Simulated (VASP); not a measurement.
Set up this calculation in VASP 6.6.1, as the native input.

```yaml
Task: single point
Functional: PBE
Potentials_or_basis: VASP PAW PBE potentials, release 64 (Tl_d, H)
Cutoff: 520 eV
k_mesh: 6 × 6 × 4
Occupations: gaussian, width 0.1 eV
Spin: no spin polarisation
Dipole_correction: no
Further_INCAR_settings: ALGO = Normal; EDIFF = 1e-07; NBANDS = 14
```

The structure of TlH2 lies in POSCAR:

```
TlH2
1.0
    3.1506352700      0.0000000000      0.0000000000
   -1.5753176300      2.7285301800      0.0000000000
    0.0000000000      0.0000000000      5.0727625200
Tl H
1 2
Direct
    0.0000000000      0.0000000000      0.0000000000
    0.3333333300      0.6666666700      0.2490000000
    0.6666666700      0.3333333300      0.7510000000
```

The cell was generated, and may not be a known phase.

One way to write it, as run:

INCAR

```
SYSTEM = TlH2
ALGO = Normal ; EDIFF = 1E-7
ENCUT = 520 ; GGA = PE
ISIF = 2 ; ISMEAR = 0
LASPH = .True. ; LCHARG = .True.
LELF = .True. ; LREAL = .False.
LVHAR = .True. ; LWAVE = .False.
NBANDS = 14 ; NELM = 100
PREC = Accurate ; SIGMA = 0.1
```

KPOINTS

```
k-points
0
Gamma
  6 6 4
  0 0 0
```

Potentials or basis: VASP PAW PBE potentials, release 64 (Tl_d, H).

The run is started by

```sh
$ cat potpaw_PBE.64/Tl_d/POTCAR potpaw_PBE.64/H/POTCAR > POTCAR
$ mpirun -np 1 vasp_std > vasp.out
```

Results of the run:

```yaml
Pressure: 9.4 GPa
Largest_force: 0.291 eV/Å
Band_gap_on_the_k_mesh: zero (an odd number of electrons rules out a gap without spin polarisation)
```

Caveat: the k points lie up to 0.38 Å⁻¹ apart, too coarse for converged energies and pressures of a metal; spin-orbit coupling is left out, which moves the levels of the heavy elements; an odd number of electrons without spin polarisation forces a metal; a magnetic or distorted state may lie lower.

Wall time 6.6 s on 1 thread of Intel(R) Xeon(R) 6975P-C (Granite Rapids), on a shared host, peak memory 0.16 GiB.
